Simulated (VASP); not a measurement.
# KZnF3 (P4/mmm) in VASP: a series of runs

KZnF3 is run at these levels: PBEsol; tasks: single point.

Program: VASP 6.6.1. These are calculated values, not measurements. Logs are shortened: lines on timing, memory, paths and dates and some standing lists are left out, and cuts for length are marked.

### 1 The cell of the first run

The structure is tetragonal, space group P4/mmm (No. 123). The conventional cell has a = 4.234 Å, b = 4.234 Å, c = 3.931 Å, α = 90.00°, β = 90.00°, γ = 90.00°. Within 4.0 Å of K (site symmetry 4/mmm) lie 12 F at 2.89 to 2.99 Å and 8 Zn at 3.58 Å and 2 K at 3.93 Å. Within 2.6 Å of Zn (site symmetry 4/mmm) lie 6 F at 1.97 to 2.12 Å. Within 3.0 Å of F (site symmetry mmm) lie 2 Zn at 2.12 Å and 4 K at 2.89 Å and 8 F at 2.89 to 2.99 Å. Within 2.6 Å of F (site symmetry 4/mmm) lie 2 Zn at 1.97 Å.

### 2 Single point, PBEsol (biaxial strain in the a-b plane: +4.5 %, then relaxed in part)

The input, INCAR:

```
SYSTEM = KZnF3
PREC     = Accurate       ! precision mode
ENCUT    = 520            ! plane-wave cutoff, eV
EDIFF    = 1E-7           ! SCF threshold, eV
ISMEAR   = 0              ! smearing method
SIGMA    = 0.02           ! smearing width, eV
LREAL    = .False.        ! projectors in reciprocal space
LASPH    = .True.         ! aspherical terms in the spheres
NELM     = 100            ! most SCF steps
ALGO     = Normal         ! electronic algorithm
ISIF     = 2              ! what is computed and relaxed
LWAVE    = .False.        ! write WAVECAR
LCHARG   = .False.        ! write CHGCAR
GGA      = PS             ! functional
NBANDS   = 29             ! bands
```

The input, KPOINTS:

```
Automatic mesh
0
Gamma
  6 6 6
  0 0 0
```

The input, POSCAR:

```
KZnF3
1.0
    4.2342779291      0.0000000000      0.0000000000
    0.0000000000      4.2342779291      0.0000000000
    0.0000000000      0.0000000000      3.9314993166
K Zn F
1 1 3
Direct
    0.0000000000      0.0000000000      0.0000000000
    0.5000000000      0.5000000000      0.5000000000
    0.0000000000      0.5000000000      0.5000000000
    0.5000000000      0.0000000000      0.5000000000
    0.5000000000      0.5000000000      0.0000000000
```

Potentials or basis: VASP PAW PBE potentials, release 64 (K_sv, Zn, F).

The run is started by

```bash
> cat potpaw_PBE.64/K_sv/POTCAR potpaw_PBE.64/Zn/POTCAR potpaw_PBE.64/F/POTCAR > POTCAR
> mpirun -np 1 vasp_std > vasp.out
```

OUTCAR:

```text
SYSTEM = KZnF3
   PREC = Accurate
   ENCUT = 520
   EDIFF = 1E-7
   ISMEAR = 0
   LREAL = .False.
   LASPH = .True.
   NELM = 100
   ISIF = 2
   GGA = PS

 ion  position               nearest neighbor table
   1  0.000  0.000  0.000-
   2  0.500  0.500  0.500-   5 1.97   5 1.97   3 2.12   4 2.12   4 2.12   3 2.12
   3  0.000  0.500  0.500-   2 2.12   2 2.12
   4  0.500  0.000  0.500-   2 2.12   2 2.12
   5  0.500  0.500  0.000-   2 1.97   2 1.97

  LATTYP: Found a simple tetragonal cell.
 ALAT       =     4.2342779291
 C/A-ratio  =     0.9284934486

  Lattice vectors:

 A1 = (   4.2342779291,   0.0000000000,   0.0000000000)
 A2 = (   0.0000000000,   4.2342779291,   0.0000000000)
 A3 = (   0.0000000000,   0.0000000000,   3.9314993166)

Analysis of symmetry for initial positions (statically):
=====================================================================
 Subroutine PRICEL returns:
 Original cell was already a primitive cell.

 Routine SETGRP: Setting up the symmetry group for a
 simple tetragonal supercell.

 Subroutine GETGRP returns: Found 16 space group operations
 (whereof 16 operations were pure point group operations)
 out of a pool of 16 trial point group operations.

The static configuration has the point symmetry D_4h.

Analysis of symmetry for dynamics (positions and initial velocities):
=====================================================================
 Subroutine PRICEL returns:
 Original cell was already a primitive cell.

 Routine SETGRP: Setting up the symmetry group for a
 simple tetragonal supercell.

 Subroutine GETGRP returns: Found 16 space group operations
 (whereof 16 operations were pure point group operations)
 out of a pool of 16 trial point group operations.

The dynamic configuration has the point symmetry D_4h.

 Subroutine INISYM returns: Found 16 space group operations
 (whereof 16 operations are pure point group operations),
 and found     1 'primitive' translations

----------------------------------------------------------------------------------------

                                     Primitive cell

  volume of cell :      70.4883

  direct lattice vectors                    reciprocal lattice vectors
     4.234277929  0.000000000  0.000000000     0.236167776  0.000000000  0.000000000
     0.000000000  4.234277929  0.000000000     0.000000000  0.236167776  0.000000000
     0.000000000  0.000000000  3.931499317     0.000000000  0.000000000  0.254355888

  length of vectors
     4.234277929  4.234277929  3.931499317     0.236167776  0.236167776  0.254355888

  position of ions in fractional coordinates (direct lattice)
     0.000000000  0.000000000  0.000000000
     0.500000000  0.500000000  0.500000000
     0.000000000  0.500000000  0.500000000
     0.500000000  0.000000000  0.500000000
     0.500000000  0.500000000  0.000000000

  ion indices of the primitive-cell ions
   primitive index   ion index
                 1           1
                 2           2
                 3           3
                 4           4
                 5           5

----------------------------------------------------------------------------------------

 KPOINTS: Automatic mesh

Automatic generation of k-mesh.
 Grid dimensions read from file:
 generate k-points for:    6    6    6

 Generating k-lattice:

  Cartesian coordinates                     Fractional coordinates (reciprocal lattice)
     0.039361296  0.000000000  0.000000000     0.166666667  0.000000000  0.000000000
     0.000000000  0.039361296  0.000000000     0.000000000  0.166666667  0.000000000
     0.000000000  0.000000000  0.042392648     0.000000000  0.000000000  0.166666667

  Length of vectors
     0.039361296  0.039361296  0.042392648

  Shift w.r.t. Gamma in fractional coordinates (k-lattice)
     0.000000000  0.000000000  0.000000000

 Subroutine IBZKPT returns following result:
 ===========================================

 Found     40 irreducible k-points:

 Following reciprocal coordinates:
            Coordinates               Weight
  0.000000  0.000000  0.000000      1.000000
  0.166667  0.000000  0.000000      4.000000
  0.333333  0.000000  0.000000      4.000000
  0.500000  0.000000  0.000000      2.000000
  0.166667  0.166667  0.000000      4.000000
  0.333333  0.166667  0.000000      8.000000
[... 16 lines left out ...]
  0.333333  0.000000  0.333333      8.000000
  0.500000  0.000000  0.333333      4.000000
 [... further k-points ...]
   k-points           NKPTS =     40   k-points in BZ     NKDIM =     40   number of bands    NBANDS=     29
   number of dos      NEDOS =    301   number of ions     NIONS =      5
   total plane-waves  NPLWV =  30720
   dimension x,y,z NGX =    32 NGY =   32 NGZ =   30
   dimension x,y,z NGXF=    64 NGYF=   64 NGZF=   60
   ions per type =               1   1   3
   NGX,Y,Z   is equivalent  to a cutoff of  12.56, 12.56, 12.69 a.u.
   NGXF,Y,Z  is equivalent  to a cutoff of  25.13, 25.13, 25.37 a.u.
 SYSTEM =  KZnF3
   PREC   = accura    normal or accurate (medium, high low for compatibility)
   ISTART =      0    job   : 0-new  1-cont  2-samecut
   ICHARG =      2    charge: 1-file 2-atom 10-const
   ISPIN  =      1    spin polarized calculation?
   LNONCOLLINEAR =      F non collinear calculations
   LSORBIT =      F    spin-orbit coupling
   LASPH  =      T    aspherical Exc in radial PAW
   ENCUT  =  520.0 eV  38.22 Ry    6.18 a.u.   7.87  7.87  7.31*2*pi/ulx,y,z
   NELM   =    100;   NELMIN=  2; NELMDL= -5     # of ELM steps
   EDIFF  = 0.1E-06   stopping-criterion for ELM
   LREAL  =      F    real-space projection
   EDIFFG = 0.1E-05   stopping-criterion for IOM
   NSW    =      0    number of steps for IOM
   IBRION =     -1    ionic relax: 0-MD 1-quasi-New 2-CG
   NFREE  =      0    steps in history (QN), initial steepest desc. (CG)
   ISIF   =      2    stress and relaxation
   ISYM   =      2    0-nonsym 1-usesym 2-fastsym
   POTIM  = 0.5000    time-step for ionic-motion
   TEBEG  =    0.0;   TEEND  =   0.0 temperature during run
   PSTRESS=    0.0 pullay stress
   NELECT =      42.0000    total number of electrons
   NUPDOWN=      -1.0000    fix difference up-down
   EMIN   =  10.00;   EMAX   =-10.00  energy-range for DOS
   EFERMI =   0.00;   METHOD = LEGACY
   ISMEAR =     0;   SIGMA  =   0.02  broadening in eV -4-tet -1-fermi 0-gaus
   EFERMI_NEDOS =   21; number of points for ismear=-14 and -15
   IALGO  =     38    algorithm
   IMIX   =      4    mixing-type and parameters
     AMIX     =   0.40;   BMIX     =  1.00
     AMIX_MAG =   1.60;   BMIX_MAG =  1.00
  volume/ion in A,a.u.               =      14.10        95.14
  Fermi-wavevector in a.u.,A,eV,Ry     =   1.377587  2.603261 25.820391  1.897745
  Thomas-Fermi vector in A             =   2.502726
   LORBIT       =      0    0 simple, 1 ext, 2 COOP (PROOUT), +10 PAW based schemes
   GGA     = PS    functional components
   LHFCALC =     F    Hartree Fock is set to
   AEXX    =    0.0000 exact exchange contribution
   IVDW    =     0    specifies the selected vdW correction
   LEPSILON=     F    determine dielectric tensor
   LRPA    =     F    only Hartree local field effects (RPA)
 non-spin polarized calculation
 Gauss-broadening in eV      SIGMA  =   0.02
  energy-cutoff  :      520.00
  volume of cell :       70.49
 maximum number of plane-waves:      1920
 NGX is ok and might be reduce to    32
   NGX = 15   NGY = 15   NGZ = 15

 number of electron      41.9999983 magnetization

 Free energy of the ion-electron system (eV)
  ---------------------------------------------------
  ext. energy  EPLUGINS =         0.00000000
  ---------------------------------------------------
  free energy    TOTEN  =       -21.24608315 eV

  energy without entropy =      -21.24608315  energy(sigma->0) =      -21.24608315

 E-fermi :  -1.1733     XC(G=0):  -9.8219

 val. band max:       -1.2821111052   @ k =   0.5000   0.5000   0.5000
 cond. band min:       2.0601024694   @ k =   0.0000   0.0000   0.0000
 fundamental gap:      3.3422135746
 Fermi energy:        -1.1732719440

 k-point     1 :       0.0000    0.0000    0.0000
  band No.  band energies     occupation
      1     -28.1676      2.00000
      2     -22.7345      2.00000
      3     -21.9193      2.00000
      4     -21.7340      2.00000
      5     -11.7332      2.00000
      6     -11.7332      2.00000
[... 21 lines left out ...]
     28       9.8320      0.00000
     29      11.7330      0.00000

 k-point     2 :       0.1667    0.0000    0.0000
  band No.  band energies     occupation
      1     -28.1642      2.00000
      2     -22.7234      2.00000
      3     -21.9115      2.00000
      4     -21.7516      2.00000
      5     -11.7284      2.00000
      6     -11.7256      2.00000
[... 21 lines left out ...]
     28       9.8946      0.00000
     29      11.5902      0.00000

 k-point     3 :       0.3333    0.0000    0.0000
  band No.  band energies     occupation
      1     -28.1573      2.00000
      2     -22.7012      2.00000
      3     -21.8869      2.00000
      4     -21.7955      2.00000
      5     -11.7185      2.00000
      6     -11.7102      2.00000
[... 21 lines left out ...]
     28      10.0299      0.00000
     29      11.3735      0.00000

 k-point     4 :       0.5000    0.0000    0.0000
  band No.  band energies     occupation
      1     -28.1539      2.00000
      2     -22.6901      2.00000
      3     -21.8491      2.00000
      4     -21.8434      2.00000
      5     -11.7136      2.00000
      6     -11.7024      2.00000
[... 597 lines left out ...]
     28       9.7144      0.00000
     29      11.5348      0.00000

 k-point    23 :       0.3333    0.0000    0.3333
  band No.  band energies     occupation
      1     -28.1420      2.00000
      2     -22.5737      2.00000
      3     -21.9471      2.00000
      4     -21.7927      2.00000
      5     -11.7716      2.00000
      6     -11.7309      2.00000
[... 21 lines left out ...]
     28       9.8205      0.00000
     29      10.9013      0.00000

 k-point    24 :       0.5000    0.0000    0.3333
  band No.  band energies     occupation
      1     -28.1395      2.00000
      2     -22.5705      2.00000
      3     -21.8794      2.00000
      4     -21.8552      2.00000
      5     -11.7712      2.00000
      6     -11.7581      2.00000
[... 21 lines left out ...]
     28      10.3113      0.00000
     29      10.8647      0.00000

 [... further k-points ...]

------------------------ aborting loop because EDIFF is reached ----------------------------------------

  FORCE on cell =-STRESS in cart. coord.  units (eV):
  Direction    XX          YY          ZZ          XY          YZ          ZX
  --------------------------------------------------------------------------------------
  -------------------------------------------------------------------------------------
  Total       -2.2307108     -2.2307108      0.2018050      0.0000000      0.0000000      0.0000000
  in kB      -50.7033821    -50.7033821      4.5869670      0.0000000      0.0000000      0.0000000
  external PRESSURE =     -32.2732657 kB  Pullay stress =       0.0000000 kB

 VOLUME and BASIS-vectors are now :
 -----------------------------------------------------------------------------
  energy-cutoff  :      520.00
  volume of cell :       70.49
      direct lattice vectors                 reciprocal lattice vectors
     4.234277929  0.000000000  0.000000000     0.236167776  0.000000000  0.000000000
     0.000000000  4.234277929  0.000000000     0.000000000  0.236167776  0.000000000
     0.000000000  0.000000000  3.931499317     0.000000000  0.000000000  0.254355888

 POSITION                                       TOTAL-FORCE (eV/Angst)
 -----------------------------------------------------------------------------------
      0.00000      0.00000      0.00000         0.000000      0.000000      0.000000
      2.11714      2.11714      1.96575         0.000000      0.000000      0.000000
      0.00000      2.11714      1.96575         0.000000      0.000000      0.000000
      2.11714      0.00000      1.96575         0.000000      0.000000      0.000000
      2.11714      2.11714      0.00000         0.000000      0.000000      0.000000
 -----------------------------------------------------------------------------------
    total drift:                                0.000000     -0.000000     -0.000000

  FREE ENERGIE OF THE ION-ELECTRON SYSTEM (eV)
  ---------------------------------------------------
  free  energy   TOTEN  =       -21.2460831504 eV

  energy  without entropy=      -21.2460831504  energy(sigma->0) =      -21.24608315
```

Wall time 78 s (1 thread of Intel Xeon 8259CL, shared host); peak memory 0.23 GiB.

What came out:

* Free energy: -21.2461 eV
* Pressure: -3.2 GPa
* Band gap on the k mesh: 3.34 eV (least direct gap 4.98 eV)

Levels at points of the mesh, in eV from the valence-band top:
```tsv
k point	band 17	band 18	band 19	band 20	band 21	band 22	band 23	band 24	band 25	band 26
(0.00, 0.00, 0.00)	-2.01	-1.70	-1.65	-1.64	-1.64	3.34	8.50	8.81	8.99	10.65
(0.50, 0.00, 0.00)	-1.96	-1.77	-1.73	-1.59	-1.54	5.84	7.81	9.41	10.53	11.26
(0.50, 0.50, 0.00)	-2.08	-1.63	-1.63	-1.32	-0.35	7.30	9.40	9.40	9.64	11.31
(0.00, 0.00, 0.50)	-1.76	-1.76	-1.74	-1.73	-1.73	6.34	8.18	9.89	10.75	10.75
(0.50, 0.00, 0.50)	-2.00	-1.78	-1.71	-1.38	-0.09	7.63	9.49	9.92	10.00	11.07
(0.50, 0.50, 0.50)	-1.35	-1.35	-1.30	-0.35	0.00	8.08	8.08	8.32	9.51	11.55
```

Caveat: the cell differs from its parent crystal (biaxial strain in the a-b plane: +4.5 %, then relaxed in part); the cell stands under tension; the PAW data sets were made with another functional, which shifts forces and pressure a little.

### 3 Single point, PBEsol (biaxial strain in the a-b plane: +4.5 %)

The input, INCAR:

```
SYSTEM = KZnF3
ALGO = Normal ; EDIFF = 1E-6
ENCUT = 520 ; GGA = PS
ISIF = 2 ; ISMEAR = 0
LASPH = .True. ; LCHARG = .False.
LREAL = .False. ; LWAVE = .False.
NBANDS = 29 ; NELM = 60
PREC = Accurate ; SIGMA = 0.02
```

The input, KPOINTS:

```
k-points
0
Gamma
  6 6 6
  0 0 0
```

POSCAR: that of step 2 with these lines changed.

```diff
@@ -4,3 +4,3 @@
     0.0000000000      4.2342779291      0.0000000000
-    0.0000000000      0.0000000000      3.9314993166
+    0.0000000000      0.0000000000      3.9425382058
 K Zn F
```

Potentials or basis: VASP PAW PBE potentials, release 64 (K_sv, Zn, F).

The run is started by

```bash
> cat potpaw_PBE.64/K_sv/POTCAR potpaw_PBE.64/Zn/POTCAR potpaw_PBE.64/F/POTCAR > POTCAR
> mpirun -np 1 vasp_std > vasp.out
```

It took 72 s on 1 thread of Intel Xeon 8259CL, shared host; peak memory 0.23 GiB.

The run converged. Its results:

```yaml
Free_energy: -21.2468 eV
Pressure: -3.4 GPa
Band_gap_on_the_k_mesh: 3.34 eV (least direct gap 4.96 eV)
```

Stress tensor (GPa, compression positive):
```
-5.14  0.00  0.00
 0.00 -5.14  0.00
 0.00  0.00  0.07
```

Levels at points of the mesh, in eV from the valence-band top:
```
           k point  band 17  band 18  band 19  band 20  band 21  band 22  band 23  band 24  band 25  band 26
(0.00, 0.00, 0.00)    -1.98    -1.68    -1.63    -1.62    -1.62     3.34     8.53     8.82     8.99    10.68
(0.50, 0.00, 0.00)    -1.93    -1.75    -1.73    -1.58    -1.52     5.84     7.82     9.43    10.55    11.26
(0.50, 0.50, 0.00)    -2.06    -1.61    -1.61    -1.30    -0.34     7.30     9.41     9.41     9.66    11.31
(0.00, 0.00, 0.50)    -1.74    -1.74    -1.73    -1.71    -1.71     6.32     8.17     9.89    10.76    10.76
(0.50, 0.00, 0.50)    -1.98    -1.76    -1.69    -1.36    -0.09     7.62     9.50     9.90    10.00    11.09
(0.50, 0.50, 0.50)    -1.33    -1.33    -1.28    -0.33     0.00     8.10     8.10     8.33     9.50    11.56
```

Caveat: the cell differs from its parent crystal (biaxial strain in the a-b plane: +4.5 %); the cell stands under tension; the PAW data sets were made with another functional, which shifts forces and pressure a little.
